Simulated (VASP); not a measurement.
# Ga (C2/c) in VASP: settings compared

The runs below take Ga through relaxation of cell and atoms, with revPBE+D4, PBEsol, BLYP.

All numbers are computed with VASP 6.6.1; they aren't measurements. Logs are shortened: lines on timing, memory, paths and dates and some standing lists are left out, and cuts for length are marked.

## (1) The cell of the first run

It takes space group C2/c (No. 15, monoclinic). Conventional cell: a = 2.766 Å, b = 8.053 Å, c = 3.332 Å, α = 90.00°, β = 92.02°, γ = 90.00°. Ga (site symmetry 2) has 10 Ga at 2.69 to 3.33 Å within 3.5 Å.

## (2) Relaxation of cell and atoms, revPBE+D4

Input file INCAR:

```
SYSTEM = Ga
PREC     = Accurate       ! precision mode
ENCUT    = 600            ! plane-wave cutoff, eV
EDIFF    = 1E-6           ! SCF threshold, eV
ISMEAR   = -1             ! smearing method
SIGMA    = 0.05           ! smearing width, eV
LREAL    = .FALSE.        ! projectors in reciprocal space
LASPH    = .TRUE.         ! aspherical terms in the spheres
NELM     = 80             ! most SCF steps
ALGO     = Fast           ! electronic algorithm
ISIF     = 3              ! what is computed and relaxed
LWAVE    = .FALSE.        ! write WAVECAR
LCHARG   = .FALSE.        ! write CHGCAR
GGA      = RE             ! functional
IVDW     = 13             ! dispersion correction
IBRION   = 2              ! ionic algorithm
NSW      = 60             ! ionic steps
EDIFFG   = -0.01          ! ionic threshold
```

Input file KPOINTS:

```
regular mesh
0
G
  10 10 8
  0 0 0
```

Input file POSCAR:

```
Ga
1.0
    1.3830000000     -4.0265000000      0.0000000000
    1.3830000000      4.0265000000      0.0000000000
   -0.1174474948      0.0000000000      3.3299294416
Ga
2
Direct
    0.1310000000      0.8690000000      0.7500000000
    0.8690000000      0.1310000000      0.2500000000
```

Potentials or basis: VASP PAW PBE potentials, release 64 (Ga_d).

Run with:

```sh
$ cat potpaw_PBE.64/Ga_d/POTCAR > POTCAR
$ mpirun -np 1 vasp_std > vasp.out
```

OUTCAR:

```text
SYSTEM = Ga
   PREC = Accurate
   ENCUT = 600
   EDIFF = 1E-6
   ISMEAR = -1
   LREAL = .FALSE.
   LASPH = .TRUE.
   NELM = 80
   ISIF = 3
   GGA = RE
   IVDW = 13
   IBRION = 2
   NSW = 60
   EDIFFG = -0.01

 ion  position               nearest neighbor table
   1  0.131  0.869  0.750-   2 2.69   2 2.69   2 2.86   2 2.86   2 2.92   2 2.92
   2  0.869  0.131  0.250-   1 2.69   1 2.69   1 2.86   1 2.86   1 2.92   1 2.92

  LATTYP: Found a base centered monoclinic cell.
 ALAT       =     2.7660000000
 B/A-ratio  =     2.9114244396
 C/A-ratio  =     1.2046276211
 COS(beta)  =    -0.0352483478

  Lattice vectors:

 A1 = (   1.3830000000,  -4.0265000000,   0.0000000000)
 A2 = (   1.3830000000,   4.0265000000,   0.0000000000)
 A3 = (  -0.1174474948,   0.0000000000,   3.3299294416)

Analysis of symmetry for initial positions (statically):
=====================================================================
 Subroutine PRICEL returns:
 Original cell was already a primitive cell.

 Routine SETGRP: Setting up the symmetry group for a
 base centered monoclinic supercell.

 Subroutine GETGRP returns: Found  4 space group operations
 (whereof  2 operations were pure point group operations)
 out of a pool of  4 trial point group operations.

The static configuration has the point symmetry S_2 .
 The point group associated with its full space group is C_2h.

Analysis of symmetry for dynamics (positions and initial velocities):
=====================================================================
 Subroutine PRICEL returns:
 Original cell was already a primitive cell.

 Routine SETGRP: Setting up the symmetry group for a
 base centered monoclinic supercell.

 Subroutine GETGRP returns: Found  4 space group operations
 (whereof  2 operations were pure point group operations)
 out of a pool of  4 trial point group operations.

The dynamic configuration has the point symmetry S_2 .
 The point group associated with its full space group is C_2h.

 Subroutine INISYM returns: Found  4 space group operations
 (whereof  2 operations are pure point group operations),
 and found     1 'primitive' translations

----------------------------------------------------------------------------------------

                                     Primitive cell

  volume of cell :      37.0864

  direct lattice vectors                    reciprocal lattice vectors
     1.383000000 -4.026500000  0.000000000     0.361532899 -0.124177325  0.012751361
     1.383000000  4.026500000  0.000000000     0.361532899  0.124177325  0.012751361
    -0.117447495  0.000000000  3.329929442     0.000000000  0.000000000  0.300306663

  length of vectors
     4.257392541  4.257392541  3.332000000     0.382476983  0.382476983  0.300306663

  position of ions in fractional coordinates (direct lattice)
     0.131000000  0.869000000  0.750000000
     0.869000000  0.131000000  0.250000000

  ion indices of the primitive-cell ions
   primitive index   ion index
                 1           1
                 2           2

----------------------------------------------------------------------------------------

 KPOINTS: regular mesh

Automatic generation of k-mesh.
 Grid dimensions read from file:
 generate k-points for:   10   10    8

 Generating k-lattice:

  Cartesian coordinates                     Fractional coordinates (reciprocal lattice)
     0.036153290 -0.012417733  0.001275136     0.100000000  0.000000000 -0.000000000
     0.036153290  0.012417733  0.001275136     0.000000000  0.100000000 -0.000000000
     0.000000000  0.000000000  0.037538333     0.000000000  0.000000000  0.125000000

  Length of vectors
     0.038247698  0.038247698  0.037538333

  Shift w.r.t. Gamma in fractional coordinates (k-lattice)
     0.000000000  0.000000000  0.000000000

 Subroutine IBZKPT returns following result:
 ===========================================

 Found    227 irreducible k-points:

 Following reciprocal coordinates:
            Coordinates               Weight
  0.000000  0.000000  0.000000      1.000000
  0.100000 -0.000000  0.000000      4.000000
  0.200000 -0.000000  0.000000      4.000000
  0.300000 -0.000000  0.000000      4.000000
  0.400000 -0.000000  0.000000      4.000000
  0.500000 -0.000000  0.000000      2.000000
[... 16 lines left out ...]
  0.300000  0.300000  0.000000      2.000000
  0.400000  0.300000  0.000000      4.000000
 [... further k-points ...]
   k-points           NKPTS =    227   k-points in BZ     NKDIM =    227   number of bands    NBANDS=     17
   number of dos      NEDOS =    301   number of ions     NIONS =      2
   total plane-waves  NPLWV =  36288
   dimension x,y,z NGX =    36 NGY =   36 NGZ =   28
   dimension x,y,z NGXF=    72 NGYF=   72 NGZF=   56
   ions per type =               2
   NGX,Y,Z   is equivalent  to a cutoff of  14.06, 14.06, 13.97 a.u.
   NGXF,Y,Z  is equivalent  to a cutoff of  28.12, 28.12, 27.94 a.u.
 SYSTEM =  Ga
   PREC   = accura    normal or accurate (medium, high low for compatibility)
   ISTART =      0    job   : 0-new  1-cont  2-samecut
   ICHARG =      2    charge: 1-file 2-atom 10-const
   ISPIN  =      1    spin polarized calculation?
   LNONCOLLINEAR =      F non collinear calculations
   LSORBIT =      F    spin-orbit coupling
   LASPH  =      T    aspherical Exc in radial PAW
   ENCUT  =  600.0 eV  44.10 Ry    6.64 a.u.   8.50  8.50  6.65*2*pi/ulx,y,z
   NELM   =     80;   NELMIN=  2; NELMDL= -5     # of ELM steps
   EDIFF  = 0.1E-05   stopping-criterion for ELM
   LREAL  =      F    real-space projection
   EDIFFG = -.1E-01   stopping-criterion for IOM
   NSW    =     60    number of steps for IOM
   IBRION =      2    ionic relax: 0-MD 1-quasi-New 2-CG
   NFREE  =      1    steps in history (QN), initial steepest desc. (CG)
   ISIF   =      3    stress and relaxation
   ISYM   =      2    0-nonsym 1-usesym 2-fastsym
   POTIM  = 0.5000    time-step for ionic-motion
   TEBEG  =    0.0;   TEEND  =   0.0 temperature during run
   PSTRESS=    0.0 pullay stress
   NELECT =      26.0000    total number of electrons
   NUPDOWN=      -1.0000    fix difference up-down
   EMIN   =  10.00;   EMAX   =-10.00  energy-range for DOS
   EFERMI =   0.00;   METHOD = LEGACY
   ISMEAR =    -1;   SIGMA  =   0.05  broadening in eV -4-tet -1-fermi 0-gaus
   EFERMI_NEDOS =   21; number of points for ismear=-14 and -15
   IALGO  =     68    algorithm
   IMIX   =      4    mixing-type and parameters
     AMIX     =   0.40;   BMIX     =  1.00
     AMIX_MAG =   1.60;   BMIX_MAG =  1.00
  volume/ion in A,a.u.               =      18.54       125.14
  Fermi-wavevector in a.u.,A,eV,Ry     =   1.454323  2.748273 28.777089  2.115056
  Thomas-Fermi vector in A             =   2.571487
   LORBIT       =      0    0 simple, 1 ext, 2 COOP (PROOUT), +10 PAW based schemes
   GGA     = RE    functional components
   LHFCALC =     F    Hartree Fock is set to
   AEXX    =    0.0000 exact exchange contribution
   IVDW    =    13    specifies the selected vdW correction
   LEPSILON=     F    determine dielectric tensor
   LRPA    =     F    only Hartree local field effects (RPA)
 conjugate gradient relaxation of ions
 non-spin polarized calculation
 RMM-DIIS sequential band-by-band and
  energy-cutoff  :      600.00
  volume of cell :       37.09
 maximum number of plane-waves:      1265
 NGX is ok and might be reduce to    36
   NGX = 17   NGY = 17   NGZ = 13

--------------------------------------- Ionic step        1  -------------------------------------------

 number of electron      26.0000011 magnetization

 Free energy of the ion-electron system (eV)
  ---------------------------------------------------
  ext. energy  EPLUGINS =         0.00000000
  ---------------------------------------------------
  free energy    TOTEN  =        -5.16669016 eV

  energy without entropy =       -5.16104860  energy(sigma->0) =       -5.16386938

------------------------ aborting loop because EDIFF is reached ----------------------------------------

  DFT-D4 for vdW energy calculation

  Edisp (eV):   -1.52869

  FORCE on cell =-STRESS in cart. coord.  units (eV):
  Direction    XX          YY          ZZ          XY          YZ          ZX
  --------------------------------------------------------------------------------------
  -------------------------------------------------------------------------------------
  Total      -0.55292    -0.65660    -0.96218     0.00000     0.00000     0.10868
  in kB     -23.88678   -28.36581   -41.56737     0.00000     0.00000     4.69517
  external pressure =      -31.27 kB  Pullay stress =        0.00 kB
[... 97 lines left out ...]
  FREE ENERGIE OF THE ION-ELECTRON SYSTEM (eV)
  ---------------------------------------------------
  free  energy   TOTEN  =        -6.7232529651 eV

  energy  without entropy=       -6.7184637104  energy(sigma->0) =       -6.72085834

[... ionic steps 4 to 17 ...]

--------------------------------------- Ionic step       18  -------------------------------------------

 number of electron      26.0000001 magnetization

------------------------ aborting loop because EDIFF is reached ----------------------------------------

  DFT-D4 for vdW energy calculation

  Edisp (eV):   -1.61425
[... 69 lines left out ...]
  energy  without entropy=       -6.7327071792  energy(sigma->0) =       -6.73439675

--------------------------------------- Ionic step       20  -------------------------------------------

 number of electron      26.0000001 magnetization

 Free energy of the ion-electron system (eV)
  ---------------------------------------------------
  ext. energy  EPLUGINS =         0.00000000
  ---------------------------------------------------
  free energy    TOTEN  =        -5.12079076 eV

  energy without entropy =       -5.11741163  energy(sigma->0) =       -5.11910119

 E-fermi :   6.4463     XC(G=0): -11.2504

 val. band max:        6.4050932673   @ k =   0.3000   0.3000   0.3750
 cond. band min:       6.4642381094   @ k =  -0.2000   0.4000   0.3750
 fundamental gap:      0.0591448422
 Fermi energy:         6.4462749116

 k-point     1 :       0.0000    0.0000    0.0000
  band No.  band energies     occupation
      1      -8.9498      2.00000
      2      -8.9102      2.00000
      3      -8.8576      2.00000
      4      -8.8496      2.00000
      5      -8.5956      2.00000
      6      -8.5795      2.00000
[... 9 lines left out ...]
     16      15.1838      0.00000
     17      16.3298      0.00000
[... 443 lines left out ...]
      1      -8.8567      2.00000
      2      -8.8023      2.00000
      3      -8.7591      2.00000
      4      -8.7153      2.00000
      5      -8.6800      2.00000
      6      -8.6677      2.00000
[... 9 lines left out ...]
     16      13.8981      0.00000
     17      13.9771      0.00000

 [... further k-points ...]

------------------------ aborting loop because EDIFF is reached ----------------------------------------

  DFT-D4 for vdW energy calculation

  Edisp (eV):   -1.61530

  FORCE on cell =-STRESS in cart. coord.  units (eV):
  Direction    XX          YY          ZZ          XY          YZ          ZX
  --------------------------------------------------------------------------------------
  -------------------------------------------------------------------------------------
  Total       0.01065     0.00167     0.01157     0.00000     0.00000    -0.00884
  in kB       0.48727     0.07657     0.52948     0.00000     0.00000    -0.40448
  external pressure =        0.36 kB  Pullay stress =        0.00 kB
[... 17 lines left out ...]
  FREE ENERGIE OF THE ION-ELECTRON SYSTEM (eV)
  ---------------------------------------------------
  free  energy   TOTEN  =        -6.7360864366 eV

  energy  without entropy=       -6.7327073053  energy(sigma->0) =       -6.73439687

 reached required accuracy - stopping structural energy minimisation
```

Run time: 18 min. Hardware: 1 thread of Intel Xeon Platinum 8488C (Sapphire Rapids), shared host; peak memory 0.31 GiB.

Results:

| Quantity | Value |
| --- | --- |
| Free energy | -6.7361 eV |
| Relaxed volume | 17.50 Å³/atom |
| Relaxed cell | a = 4.247 Å, b = 4.247 Å, c = 3.133 Å, α = 90.35°, β = 90.35°, γ = 141.73° |
| Space group after relaxing (to 0.1 Å) | C2/c (No. 15) |
| Energy gained by relaxing | 20.4 meV/atom |
| Ionic steps | 20 |
| Pressure after relaxing | 0.0 GPa |
| Band gap on the k mesh | zero (bands 13 and 14 overlap by 9.50 eV) |
| Dispersion energy per atom | -0.808 eV |

Step by step:
| step | energy change (eV) | largest force (eV/Å) | pressure (GPa) | volume (Å³) |
| --- | --- | --- | --- | --- |
| 1 | 0.0000 | 0.2097 | -3.13 | 37.09 |
| 2 | -0.0272 | 0.1302 | -0.14 | 35.18 |
| 3 | -0.0279 | 0.1173 | 0.26 | 34.89 |
| 4 | -0.0279 | 0.1089 | 0.48 | 34.77 |
| 5 | -0.0322 | 0.0548 | 0.40 | 34.82 |
| 6 | -0.0369 | 0.0271 | 0.30 | 34.89 |
| 7 | -0.0365 | 0.1917 | 0.22 | 35.01 |
| 8 | -0.0388 | 0.1001 | 0.34 | 34.94 |
| 9 | -0.0400 | 0.0212 | -0.58 | 35.26 |
| 10 | -0.0401 | 0.0499 | -0.38 | 35.19 |
| 11 | -0.0404 | 0.0166 | 0.09 | 34.97 |
| 12 | -0.0405 | 0.0142 | 0.15 | 35.05 |
| 13 | -0.0406 | 0.0166 | -0.14 | 35.09 |
| 14 | -0.0406 | 0.0043 | 0.02 | 35.08 |
| 15 | -0.0406 | 0.0146 | -0.10 | 35.09 |
| 16 | -0.0407 | 0.0017 | 0.06 | 35.02 |
| 17 | -0.0407 | 0.0030 | -0.06 | 35.04 |
| 18 | -0.0407 | 0.0028 | -0.03 | 35.03 |
| 19 | -0.0407 | 0.0014 | 0.12 | 35.01 |
| 20 | -0.0407 | 0.0012 | 0.04 | 35.01 |

Final structure:
```
Ga
1.0
     1.39235   -4.01276    0.01281
     1.39235    4.01276    0.01281
    -0.08640    0.00000    3.13216
Ga
2
Direct
  0.13450 0.86550 0.75000
  0.86550 0.13450 0.25000
```

Caveat: the PAW data sets were made with another functional, which shifts forces and pressure a little.

(Continued in part 2 of 2.)
